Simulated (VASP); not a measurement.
A run of VASP 6.6.1 is set up as follows.

File INCAR:

```
SYSTEM = Ti6H
ALGO     = Normal         ! electronic algorithm
DIPOL    = 0.5 0.5 0.326
EDIFF    = 1E-7           ! SCF threshold, eV
ENCUT    = 520            ! plane-wave cutoff, eV
GGA      = PE             ! functional
IDIPOL   = 3            
ISIF     = 2              ! what is computed and relaxed
ISMEAR   = 0              ! smearing method
LASPH    = .True.         ! aspherical terms in the spheres
LCHARG   = .False.        ! write CHGCAR
LDIPOL   = .True.       
LREAL    = .False.        ! projectors in reciprocal space
LWAVE    = .False.        ! write WAVECAR
NBANDS   = 86             ! bands
NELM     = 100            ! most SCF steps
PREC     = Accurate       ! precision mode
SIGMA    = 0.1            ! smearing width, eV
```

Contents of KPOINTS:

```
k-points
0
Gamma
  5 6 1
  0 0 0
```

The input POSCAR:

```
Ti6H
1.0
    5.6639455763      0.0000000000      0.0000000000
    0.0000000000      4.5793473381      0.0000000000
    0.0000000000      0.0000000000     24.5506933039
Ti H
12 2
Direct
    0.2500000000      0.0000000000      0.1629281891
    0.7500000000      0.0000000000      0.1629281891
    0.0000000000      0.5000000000      0.2167736627
    0.5000000000      0.5000000000      0.2167736627
    0.2500000000      0.0000000000      0.2706191363
    0.7500000000      0.0000000000      0.2706191363
    0.2500000000      0.5000000000      0.3256599435
    0.7500000000      0.5000000000      0.3256599435
    0.0000000000      0.0000000000      0.3779650127
    0.5000000000      0.0000000000      0.3779650127
    0.2500000000      0.5000000000      0.4297513383
    0.7500000000      0.5000000000      0.4297513383
   -0.1042559453      0.0000000000      0.5002177801
    0.1042559453      0.0000000000      0.5002177801
```

Potentials or basis: VASP PAW PBE potentials, release 64 (Ti_sv, H).

Command:

```sh
$ cat potpaw_PBE.64/Ti_sv/POTCAR potpaw_PBE.64/H/POTCAR > POTCAR
$ mpirun -np 1 vasp_std > vasp.out
```

What does it give for the band gap on the k mesh?

Zero (bands 73 and 74 overlap by 0.12 eV).

Predict the largest force.

2.930 eV/Å.

Forces on the atoms (eV/Å):
```
Ti  -0.003  0.000  0.412
Ti   0.003  0.000  0.412
Ti   0.000  0.000 -0.058
Ti   0.000  0.000 -0.034
Ti   0.027  0.000 -0.365
Ti  -0.027  0.000 -0.365
Ti  -0.007  0.000  0.059
Ti   0.007  0.000  0.059
Ti   0.000  0.000  0.266
Ti   0.000  0.000  0.003
Ti   0.113  0.000  0.059
Ti  -0.113  0.000  0.059
H    2.919  0.000 -0.253
H   -2.919  0.000 -0.253
```
